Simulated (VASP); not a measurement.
# As (R-3m) in VASP: notebook

The runs below take As through single point, with PBEsol.

Program: VASP 6.6.1. These are calculated values, not measurements. Logs are shortened: lines on timing, memory, paths and dates and some standing lists are left out, and cuts for length are marked.

## 1. The cell of the first run

The structure is trigonal, space group R-3m (No. 166). The conventional cell has a = 4.050 Å, b = 4.050 Å, c = 9.012 Å, α = 90.00°, β = 90.00°, γ = 120.00°. Within 3.4 Å of As (site symmetry 3m) lie 6 As at 2.58 to 3.02 Å.

## 2. Single point, PBEsol

File INCAR:

```
SYSTEM = As
ALGO = Normal
EDIFF = 1E-6
ENCUT = 520
GGA = PS
ISIF = 2
ISMEAR = 0
LASPH = .TRUE.
LCHARG = .FALSE.
LREAL = .FALSE.
LWAVE = .FALSE.
NBANDS = 12
NELM = 60
PREC = Accurate
SIGMA = 0.15
```

File KPOINTS:

```
k-points
0
G
  18 18 18
  0 0 0
```

File POSCAR:

```
As
1.0
    2.0248987199      1.1690758210      3.0039455238
   -2.0248987199      1.1690758210      3.0039455238
    0.0000000000     -2.3381516420      3.0039455238
As
2
Direct
    0.2275400000      0.2275400000      0.2275400000
    0.7724600000      0.7724600000      0.7724600000
```

Potentials or basis: VASP PAW PBE potentials, release 64 (As).

Launch:

```sh
$ cat potpaw_PBE.64/As/POTCAR > POTCAR
$ mpirun -np 1 vasp_std > vasp.out
```

OUTCAR:

```text
SYSTEM = As
   EDIFF = 1E-6
   ENCUT = 520
   GGA = PS
   ISIF = 2
   ISMEAR = 0
   LASPH = .TRUE.
   LREAL = .FALSE.
   NELM = 60
   PREC = Accurate

 ion  position               nearest neighbor table
   1  0.228  0.228  0.228-   2 2.58   2 2.58   2 2.58
   2  0.772  0.772  0.772-   1 2.58   1 2.58   1 2.58

  LATTYP: Found a trigonal (rhomboedric) cell.
 ALAT       =     3.8066575642
 COS(alpha) =     0.4340878921

  Lattice vectors:

 A1 = (   2.0248987199,   1.1690758210,   3.0039455238)
 A2 = (  -2.0248987199,   1.1690758210,   3.0039455238)
 A3 = (   0.0000000000,  -2.3381516420,   3.0039455238)

Analysis of symmetry for initial positions (statically):
=====================================================================
 Subroutine PRICEL returns:
 Original cell was already a primitive cell.

 Routine SETGRP: Setting up the symmetry group for a
 trigonal (rhombohedral) supercell.

 Subroutine GETGRP returns: Found 12 space group operations
 (whereof 12 operations were pure point group operations)
 out of a pool of 12 trial point group operations.

The static configuration has the point symmetry D_3d.

Analysis of symmetry for dynamics (positions and initial velocities):
=====================================================================
 Subroutine PRICEL returns:
 Original cell was already a primitive cell.

 Routine SETGRP: Setting up the symmetry group for a
 trigonal (rhombohedral) supercell.

 Subroutine GETGRP returns: Found 12 space group operations
 (whereof 12 operations were pure point group operations)
 out of a pool of 12 trial point group operations.

The dynamic configuration has the point symmetry D_3d.

 Subroutine INISYM returns: Found 12 space group operations
 (whereof 12 operations are pure point group operations),
 and found     1 'primitive' translations

----------------------------------------------------------------------------------------

                                     Primitive cell

  volume of cell :      42.6667

  direct lattice vectors                    reciprocal lattice vectors
     2.024898720  1.169075821  3.003945524     0.246925930  0.142562752  0.110965173
    -2.024898720  1.169075821  3.003945524    -0.246925930  0.142562752  0.110965173
     0.000000000 -2.338151642  3.003945524     0.000000000 -0.285125505  0.110965173

  length of vectors
     3.806657564  3.806657564  3.806657564     0.305957224  0.305957224  0.305957224

  position of ions in fractional coordinates (direct lattice)
     0.227540000  0.227540000  0.227540000
     0.772460000  0.772460000  0.772460000

[... 81 lines left out ...]
   NFREE  =      0    steps in history (QN), initial steepest desc. (CG)
   ISIF   =      2    stress and relaxation
   ISYM   =      2    0-nonsym 1-usesym 2-fastsym
   POTIM  = 0.5000    time-step for ionic-motion
   TEBEG  =    0.0;   TEEND  =   0.0 temperature during run
   PSTRESS=    0.0 pullay stress
   NELECT =      10.0000    total number of electrons
   NUPDOWN=      -1.0000    fix difference up-down
   EMIN   =  10.00;   EMAX   =-10.00  energy-range for DOS
   EFERMI =   0.00;   METHOD = LEGACY
   ISMEAR =     0;   SIGMA  =   0.15  broadening in eV -4-tet -1-fermi 0-gaus
   EFERMI_NEDOS =   21; number of points for ismear=-14 and -15
   IALGO  =     38    algorithm
   IMIX   =      4    mixing-type and parameters
     AMIX     =   0.40;   BMIX     =  1.00
     AMIX_MAG =   1.60;   BMIX_MAG =  1.00
  volume/ion in A,a.u.               =      21.33       143.96
  Fermi-wavevector in a.u.,A,eV,Ry     =   1.009358  1.907409 13.861654  1.018803
  Thomas-Fermi vector in A             =   2.142281
   LORBIT       =      0    0 simple, 1 ext, 2 COOP (PROOUT), +10 PAW based schemes
   GGA     = PS    functional components
   LHFCALC =     F    Hartree Fock is set to
   AEXX    =    0.0000 exact exchange contribution
   IVDW    =     0    specifies the selected vdW correction
   LEPSILON=     F    determine dielectric tensor
   LRPA    =     F    only Hartree local field effects (RPA)
 non-spin polarized calculation
 Gauss-broadening in eV      SIGMA  =   0.15
  energy-cutoff  :      520.00
  volume of cell :       42.67
 maximum number of plane-waves:      1177
   NGX = 15   NGY = 15   NGZ = 15

 number of electron      10.0000000 magnetization

 Free energy of the ion-electron system (eV)
  ---------------------------------------------------
  ext. energy  EPLUGINS =         0.00000000
  ---------------------------------------------------
  free energy    TOTEN  =        -9.99342587 eV

  energy without entropy =       -9.98832466  energy(sigma->0) =       -9.99087527

 E-fermi :   4.8644     XC(G=0): -10.2055

 val. band max:        4.8512564680   @ k =  -0.4444   0.3889   0.2778
 cond. band min:       4.8782845514   @ k =   0.5000   0.5000   0.5000
 fundamental gap:      0.0270280834
 Fermi energy:         4.8644129358

 k-point     1 :       0.0000    0.0000    0.0000
  band No.  band energies     occupation
      1      -9.4931      2.00000
      2      -0.4106      2.00000
      3       2.6745      2.00000
      4       2.6745      2.00000
      5       4.5265      1.99856
      6       7.5676      0.00000
      7       8.5567      0.00000
      8       8.5567      0.00000
      9      11.1493      0.00000
     10      11.1493      0.00000
     11      13.3820      0.00000
     12      13.8416      0.00000
[... 331 lines left out ...]
 k-point    24 :      -0.2222    0.0556    0.0000
  band No.  band energies     occupation
      1      -8.7548      2.00000
      2      -2.9490      2.00000
      3       2.2874      2.00000
      4       4.1369      2.00000
      5       4.3948      1.99999
      6       6.4754      0.00000
      7       7.2777      0.00000
      8       8.1665      0.00000
      9      11.1542      0.00000
     10      12.0589      0.00000
     11      13.5333      0.00000
     12      16.1920      0.00000

 [... further k-points ...]
[... 5 lines left out ...]
  --------------------------------------------------------------------------------------
  -------------------------------------------------------------------------------------
  Total       -1.8115919     -1.8115919      1.1718288      0.0000000     -0.0000000      0.0000000
  in kB      -68.0270529    -68.0270529     44.0033228      0.0000000     -0.0000000      0.0000000
  external PRESSURE =     -30.6835943 kB  Pullay stress =       0.0000000 kB

 VOLUME and BASIS-vectors are now :
 -----------------------------------------------------------------------------
  energy-cutoff  :      520.00
  volume of cell :       42.67
      direct lattice vectors                 reciprocal lattice vectors
     2.024898720  1.169075821  3.003945524     0.246925930  0.142562752  0.110965173
    -2.024898720  1.169075821  3.003945524    -0.246925930  0.142562752  0.110965173
     0.000000000 -2.338151642  3.003945524     0.000000000 -0.285125505  0.110965173

 POSITION                                       TOTAL-FORCE (eV/Angst)
 -----------------------------------------------------------------------------------
      0.00000      0.00000      2.05055         0.000000      0.000000      0.443598
      0.00000      0.00000      6.96128         0.000000     -0.000000     -0.443598
 -----------------------------------------------------------------------------------
    total drift:                               -0.000000      0.000000     -0.000000

  FREE ENERGIE OF THE ION-ELECTRON SYSTEM (eV)
  ---------------------------------------------------
  free  energy   TOTEN  =        -9.9934258704 eV

  energy  without entropy=       -9.9883246620  energy(sigma->0) =       -9.99087527
```

OSZICAR:

```text
N       E                     dE             d eps       ncg     rms          rms(c)
DAV:   1     0.270342990182E+02    0.27034E+02   -0.41802E+03 13928   0.695E+02
DAV:   2    -0.845454515607E+01   -0.35489E+02   -0.33850E+02 18784   0.109E+02
DAV:   3    -0.100080748669E+02   -0.15535E+01   -0.15423E+01 17572   0.234E+01
DAV:   4    -0.100153168261E+02   -0.72420E-02   -0.72412E-02 15732   0.181E+00
DAV:   5    -0.100153331880E+02   -0.16362E-04   -0.16361E-04 17492   0.944E-02    0.301E+00
DAV:   6    -0.100010513657E+02    0.14282E-01   -0.55808E-03 15800   0.388E-01    0.179E+00
DAV:   7    -0.999345387904E+01    0.75975E-02   -0.11163E-02 16324   0.570E-01    0.805E-02
DAV:   8    -0.999341738271E+01    0.36496E-04   -0.86633E-04 15740   0.169E-01    0.286E-02
DAV:   9    -0.999342667717E+01   -0.92945E-05   -0.25201E-05 17332   0.329E-02    0.160E-02
DAV:  10    -0.999342587040E+01    0.80677E-06   -0.10845E-06 12700   0.630E-03
   1 F= -.99934259E+01 E0= -.99908753E+01  d E =-.510121E-02
```

stdout:

```text
POSCAR found type information on POSCAR As
 POSCAR found :  1 types and       2 ions
 scaLAPACK will be used
 -----------------------------------------------------------------------------
|                                                                             |
|                                                                             |
|     You enforced a specific xc type in the INCAR file but a different       |
|     I HOPE YOU KNOW WHAT YOU ARE DOING!                                     |
|                                                                             |
 -----------------------------------------------------------------------------

 LDA part: xc-table for (Slater+PW92), standard interpolation
 POSCAR, INCAR and KPOINTS ok, starting setup
 FFT: planning ... GRIDC
 FFT: planning ... GRID_SOFT
 FFT: planning ... GRID
 WAVECAR not read
 entering main loop
```

It took 2 min on 1 thread of Intel Xeon Platinum 8259CL at 2.50GHz (Skylake/Cascade Lake), shared host; peak memory 0.36 GiB.

Results:

- Free energy: -9.9934 eV
- Pressure: -3.1 GPa
- Largest force: 0.444 eV/Å
- Band gap on the k mesh: zero (band 5 reaches 5.08 eV, above the bottom of band 6 at 4.45 eV)

Forces on the atoms (eV/Å):
```
As   0.000  0.000  0.444
As   0.000  0.000 -0.444
```

Stress tensor (GPa, compression positive):
```
-6.80  0.00  0.00
 0.00 -6.80  0.00
 0.00  0.00  4.40
```

Caveat: the PAW data sets were made with another functional, which shifts forces and pressure a little.

## 3. Single point, PBEsol

This run uses another cell than the first one, of the same volume but with other edges.

File INCAR:

```
PREC = Accurate
ENCUT = 520
EDIFF = 1E-6
ISMEAR = 0
SIGMA = 0.15
LREAL = F
LASPH = T
NELM = 100
ALGO = Normal
ISIF = 2
LWAVE = F
LCHARG = T
GGA = PS
LELF = T
LVHAR = T
NBANDS = 12
```

File KPOINTS:

```
Automatic mesh
0
Gamma
  18 18 18
```

File POSCAR:

```
As
1.0
    1.7223398527      0.9943933776      4.1520345884
   -1.7223398527      0.9943933776      4.1520345884
    0.0000000000     -1.9887867552      4.1520345884
As
2
Direct
    0.2275400000      0.2275400000      0.2275400000
    0.7724600000      0.7724600000      0.7724600000
```

Potentials or basis: VASP PAW PBE potentials, release 64 (As).

Launch:

```sh
$ cat potpaw_PBE.64/As/POTCAR > POTCAR
$ mpirun -np 1 vasp_std > vasp.out
```

OUTCAR:

```text
PREC = Accurate
   ENCUT = 520
   EDIFF = 1E-6
   ISMEAR = 0
   LREAL = F
   LASPH = T
   NELM = 100
   ISIF = 2
   GGA = PS

 ion  position               nearest neighbor table
   1  0.228  0.228  0.228-   2 2.50   2 2.50   2 2.50
   2  0.772  0.772  0.772-   1 2.50   1 2.50   1 2.50

  LATTYP: Found a trigonal (rhomboedric) cell.
 ALAT       =     4.6037662822
 COS(alpha) =     0.7200753387

  Lattice vectors:

 A1 = (   1.7223398527,   0.9943933776,   4.1520345884)
 A2 = (  -1.7223398527,   0.9943933776,   4.1520345884)
 A3 = (   0.0000000000,  -1.9887867552,   4.1520345884)

Analysis of symmetry for initial positions (statically):
=====================================================================
 Subroutine PRICEL returns:
 Original cell was already a primitive cell.

 Routine SETGRP: Setting up the symmetry group for a
 trigonal (rhombohedral) supercell.

 Subroutine GETGRP returns: Found 12 space group operations
 (whereof 12 operations were pure point group operations)
 out of a pool of 12 trial point group operations.

The static configuration has the point symmetry D_3d.

[... 164 lines left out ...]
 fundamental gap:      0.0023998497
 Fermi energy:         5.1367912970

 k-point     1 :       0.0000    0.0000    0.0000
  band No.  band energies     occupation
      1      -9.8464      2.00000
      2      -1.9197      2.00000
      3       1.1189      2.00000
      4       5.0091      1.77144
      5       5.0091      1.77144
      6       8.4670      0.00000
      7       8.7913      0.00000
      8       8.7913      0.00000
      9      13.6518      0.00000
     10      13.7718      0.00000
     11      13.7718      0.00000
     12      14.9491      0.00000
[... 331 lines left out ...]
 k-point    24 :      -0.2222    0.0556    0.0000
  band No.  band energies     occupation
      1      -8.8648      2.00000
      2      -2.5328      2.00000
      3       1.7733      2.00000
      4       2.2708      2.00000
      5       3.6857      2.00000
      6       6.2695      0.00000
      7       7.8937      0.00000
      8       8.7192      0.00000
      9      11.5899      0.00000
     10      13.7809      0.00000
     11      15.8256      0.00000
     12      17.1134      0.00000

 [... further k-points ...]
[... 5 lines left out ...]
  --------------------------------------------------------------------------------------
  -------------------------------------------------------------------------------------
  Total        1.7324942      1.7324942     -1.5238227      0.0000000      0.0000000      0.0000000
  in kB       65.0568597     65.0568597    -57.2210390      0.0000000      0.0000000      0.0000000
  external PRESSURE =      24.2975601 kB  Pullay stress =       0.0000000 kB

 VOLUME and BASIS-vectors are now :
 -----------------------------------------------------------------------------
  energy-cutoff  :      520.00
  volume of cell :       42.67
      direct lattice vectors                 reciprocal lattice vectors
     1.722339853  0.994393378  4.152034588     0.290302753  0.167606372  0.080281926
    -1.722339853  0.994393378  4.152034588    -0.290302753  0.167606372  0.080281926
     0.000000000 -1.988786755  4.152034588     0.000000000 -0.335212745  0.080281926

 POSITION                                       TOTAL-FORCE (eV/Angst)
 -----------------------------------------------------------------------------------
      0.00000      0.00000      2.83426         0.000000     -0.000000     -0.833045
      0.00000      0.00000      9.62184         0.000000      0.000000      0.833045
 -----------------------------------------------------------------------------------
    total drift:                                0.000000      0.000000     -0.000000

  FREE ENERGIE OF THE ION-ELECTRON SYSTEM (eV)
  ---------------------------------------------------
  free  energy   TOTEN  =        -9.9421603850 eV

  energy  without entropy=       -9.9351976599  energy(sigma->0) =       -9.93867902
```

stdout:

```text
POSCAR found type information on POSCAR As
 POSCAR found :  1 types and       2 ions
 scaLAPACK will be used
 -----------------------------------------------------------------------------
|                                                                             |
|                                                                             |
|     You enforced a specific xc type in the INCAR file but a different       |
|     I HOPE YOU KNOW WHAT YOU ARE DOING!                                     |
|                                                                             |
 -----------------------------------------------------------------------------

 LDA part: xc-table for (Slater+PW92), standard interpolation
 POSCAR, INCAR and KPOINTS ok, starting setup
 FFT: planning ... GRIDC
 FFT: planning ... GRID_SOFT
 FFT: planning ... GRID
 WAVECAR not read
 entering main loop
```

Run time: 3.6 min. Hardware: 1 thread of Intel Xeon Platinum 8259CL at 2.50GHz (Skylake/Cascade Lake), shared host; peak memory 0.4 GiB.

What came out:

* Free energy: -9.9422 eV
* Pressure: 2.4 GPa
* Largest force: 0.833 eV/Å
* Band gap on the k mesh: zero (band 5 reaches 6.77 eV, above the bottom of band 6 at 4.57 eV)

Forces on the atoms (eV/Å):
```
As   0.000  0.000 -0.833
As   0.000  0.000  0.833
```

Caveat: the PAW data sets were made with another functional, which shifts forces and pressure a little.
